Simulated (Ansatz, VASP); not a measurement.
Two plane-wave programs on Mg7Te

```
CELL_PARAMETERS angstrom
6.36058 0.00000 0.00000
-3.18029 5.50843 0.00000
0.00000 0.00000 5.38147
ATOMIC_POSITIONS crystal
Mg 0.50139 0.00278 0.00000
Mg 0.65967 0.82984 0.50000
Mg 0.66667 0.33333 0.50000
Mg 0.99722 0.49861 0.00000
Mg 0.17016 0.82984 0.50000
Mg 0.17016 0.34033 0.50000
Mg 0.50139 0.49861 0.00000
Te 0.00000 0.00000 0.00000
```

Alike in both runs: functional PBE; k mesh 6 × 6 × 6; occupations gaussian, width 0.1 eV; no spin polarisation.

Ansatz relaxed the structure, and its values are those at the end. VASP's run is a single point on that final structure, the one shown.

|  | VASP | Ansatz |
| --- | --- | --- |
| version | VASP 6.6.1 | Ansatz 0.2.0 |
| potentials or method | VASP PAW PBE potentials, release 64 (Mg, Te), cutoff 520 eV | scalar-relativistic, plane waves, PAW |
| valence electrons in the cell | 20 | 86 |

```csv
,VASP,Ansatz,Ansatz less VASP
gap on the k mesh at the Fermi level (eV),none,none,-
pressure (GPa),-0.1,0.0,+0.11
```

A gap of «none» marks a metal or a gap that the smearing closes. VASP's potentials hold 20 valence electrons a cell and Ansatz's 86, so a difference there can come from the potentials and not from the codes.

Spin-orbit coupling is off throughout.
